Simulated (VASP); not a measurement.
SiNi (WC type), 2 atoms in the cell. It takes space group P-6m2 (No. 187, hexagonal). The conventional cell has a = 2.386 Å, b = 2.386 Å, c = 3.455 Å, α = 90.00°, β = 90.00°, γ = 120.00°. Ni (site symmetry -6m2) has 6 Si at 2.21 Å and 6 Ni at 2.39 Å within 2.9 Å. Si (site symmetry -6m2) has 6 Ni at 2.21 Å and 6 Si at 2.39 Å within 2.9 Å. 

* Program: VASP 6.6.1
* Task: relaxation of cell and atoms
* Functional: PBE
* Potentials or basis: VASP PAW PBE potentials, release 64 (Ni, Si)
* Cutoff: 600 eV
* k mesh: 16 × 16 × 14
* Occupations: fermi-dirac, width 0.08 eV
* Spin: no spin polarisation
* Target pressure: 110 GPa
* Dipole correction: no
* Further INCAR settings: ALGO = Normal; EDIFF = 1e-07; IBRION = 2; EDIFFG = -0.005; NSW = 32; ISIF = 3

Potentials or basis: VASP PAW PBE potentials, release 64 (Ni, Si).

Command:

```bash
$ cat potpaw_PBE.64/Ni/POTCAR potpaw_PBE.64/Si/POTCAR > POTCAR
$ mpirun -np 1 vasp_std > vasp.out
```

Hardware: 1 thread of Intel(R) Xeon(R) Platinum 8375C CPU @ 2.90GHz (Ice Lake) (shared host).

Question: How long does it take, and how much memory?

Answer: Wall time 110 s on 1 thread of Intel(R) Xeon(R) Platinum 8375C CPU @ 2.90GHz (Ice Lake) (shared host), peak memory 0.18 GiB. Counts: scf iterations 39, k points 240, ion steps 5.
